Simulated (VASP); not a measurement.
Write the native input for VASP 6.6.1 that does the following.

```
Task                   : relaxation of cell and atoms
Functional             : LDA
Potentials or basis    : VASP PAW LDA potentials, release 64 (Sn_d, O)
Cutoff                 : 600 eV
k mesh                 : 6 × 6 × 8
Occupations            : gaussian, width 0.02 eV
Spin                   : no spin polarisation
Dipole correction      : no
Further INCAR settings : ALGO = Normal; EDIFF = 1e-07; IBRION = 2; EDIFFG = -0.002; NSW = 100; ISIF = 3
```

The structure of SnO2 lies in POSCAR:

```
SnO2
1.0
    4.7135083079      0.0000000000      0.0000000000
    0.0000000000      4.7366820554      0.0000000000
    0.0000000000      0.0000000000      3.1866224506
Sn O
2 4
Direct
    0.5000000000      0.5000000000      0.5000000000
    0.0000000000      0.0000000000      0.0000000000
    0.3040913183      0.3081008503      0.0000000000
    0.8040913183      0.1918991497      0.5000000000
    0.1959086817      0.8081008503      0.5000000000
    0.6959086817      0.6918991497      0.0000000000
```

These files were run (other wordings do the same):

INCAR

```
PREC     = Accurate       # precision mode
ENCUT    = 600            # plane-wave cutoff, eV
EDIFF    = 1E-7           # SCF threshold, eV
ISMEAR   = 0              # smearing method
SIGMA    = 0.02           # smearing width, eV
LREAL    = False          # projectors in reciprocal space
LASPH    = True           # aspherical terms in the spheres
NELM     = 100            # most SCF steps
ALGO     = Normal         # electronic algorithm
ISIF     = 3              # what is computed and relaxed
LWAVE    = False          # write WAVECAR
LCHARG   = False          # write CHGCAR
GGA      = CA             # functional
IBRION   = 2              # ionic algorithm
NSW      = 100            # ionic steps
EDIFFG   = -0.002         # ionic threshold
```

KPOINTS

```
regular mesh
0
Gamma
  6 6 8
```

Potentials or basis: VASP PAW LDA potentials, release 64 (Sn_d, O).

The run is started by

```sh
$ cat potpaw_LDA.64/Sn_d/POTCAR potpaw_LDA.64/O/POTCAR > POTCAR
$ mpirun -np 1 vasp_std > vasp.out
```

Results of the run:

| Item | Value |
| --- | --- |
| Relaxed volume | 11.90 Å³/atom |
| Relaxed cell | a = 4.727 Å, b = 4.727 Å, c = 3.196 Å, α = 90.00°, β = 90.00°, γ = 90.00° |
| Space group after relaxing (to 0.1 Å) | P4_2/mnm (No. 136) |
| Energy gained by relaxing | 0.2 meV/atom |
| Ionic steps | 26 |
| Pressure after relaxing | 0.0 GPa |
| Band gap on the k mesh | 1.15 eV |

Caveat: spin-orbit coupling is left out, which moves the levels of the heavy elements.

Run time: 55 min on 1 thread of Intel Xeon 8259CL, with other jobs on the host, peak memory 0.31 GiB.
